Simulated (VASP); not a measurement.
A run of VASP 6.6.1 is set up as follows.

The input INCAR:

```
SYSTEM = WS2
  PREC = Accurate
  ENCUT = 600
  EDIFF = 1E-7
  ISMEAR = 0
  SIGMA = 0.02
  LREAL = .FALSE.
  LASPH = .TRUE.
  NELM = 100
  ALGO = Normal
  ISIF = 3
  LWAVE = .FALSE.
  LCHARG = .FALSE.
  IBRION = 2
  NSW = 70
  EDIFFG = -0.005
```

The input KPOINTS:

```
Automatic mesh
0
G
  12 12 12
  0 0 0
```

File POSCAR:

```
WS2
1.0
    1.5786015499      0.9114060298      6.0393062445
   -1.5786015499      0.9114060298      6.0393062445
    0.0000000000     -1.8228120595      6.0393062445
W S
1 2
Direct
    0.0006554627      0.0006554627      0.0006554627
    0.2472223804      0.2472223804      0.2472223804
    0.4208221569      0.4208221569      0.4208221569
```

Potentials or basis: VASP PAW LDA potentials, release 64 (W_sv, S).

The run is started by

```bash
$ cat potpaw_LDA.64/W_sv/POTCAR potpaw_LDA.64/S/POTCAR > POTCAR
$ mpirun -np 1 vasp_std > vasp.out
```

(1) Predict the band gap on the k mesh.

(2) Predict the relaxed volume.

(3) Predict the relaxed cell.

(4) Estimate the space group after relaxing (to 0.1 Å).

Results:

(1) 0.88 eV (least direct gap 1.97 eV).

(2) 17.16 Å³/atom.

(3) a = 6.321 Å, b = 6.321 Å, c = 6.321 Å, α = 28.70°, β = 28.70°, γ = 28.70°.

(4) R3m (No. 160).

Caveat: spin-orbit coupling is left out, which moves the levels of the heavy elements.
